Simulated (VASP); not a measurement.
Here is a VASP 6.6.1 calculation.

Contents of INCAR:

```
SYSTEM = Al3GaN4
PREC = Accurate
ENCUT = 520
EDIFF = 1E-7
ISMEAR = 0
SIGMA = 0.05
LREAL = .False.
LASPH = .True.
NELM = 60
ALGO = Normal
ISIF = 2
LWAVE = .False.
LCHARG = .False.
GGA = PS
NBANDS = 31
```

Contents of KPOINTS:

```
Automatic mesh
0
Gamma
  6 6 6
  0 0 0
```

The input POSCAR:

```
Al3GaN4
1.0
    4.4952608103     -0.2423915143     -0.2423915143
   -0.2423915143      4.4952608103     -0.2423915143
   -0.2423915143     -0.2423915143      4.4952608103
Al Ga N
3 1 4
Direct
    0.5000000000      0.5000000000      0.0000000000
    0.5000000000      0.0000000000      0.5000000000
    0.0000000000      0.5000000000      0.5000000000
    0.0000000000      0.0000000000      0.0000000000
    0.7447140287      0.7447140287      0.2552859713
    0.7447140287      0.2552859713      0.7447140287
    0.2552859713      0.7447140287      0.7447140287
    0.2552859713      0.2552859713      0.2552859713
```

Potentials or basis: VASP PAW PBE potentials, release 64 (Al, Ga_d, N).

Command:

```console
$ cat potpaw_PBE.64/Al/POTCAR potpaw_PBE.64/Ga_d/POTCAR potpaw_PBE.64/N/POTCAR > POTCAR
$ mpirun -np 1 vasp_std > vasp.out
```

**Question.** Estimate the band gap on the k mesh.

**Answer.** 2.30 eV.

**Question.** Predict the largest force.

**Answer.** 2.810 eV/Å.

**Question.** Predict the pressure.

**Answer.** -1.5 GPa.

Stress tensor (GPa, compression positive):
```
-1.50 23.82 23.82
23.82 -1.50 23.82
23.82 23.82 -1.50
```

Caveat: the PAW data sets were made with another functional, which shifts forces and pressure a little.
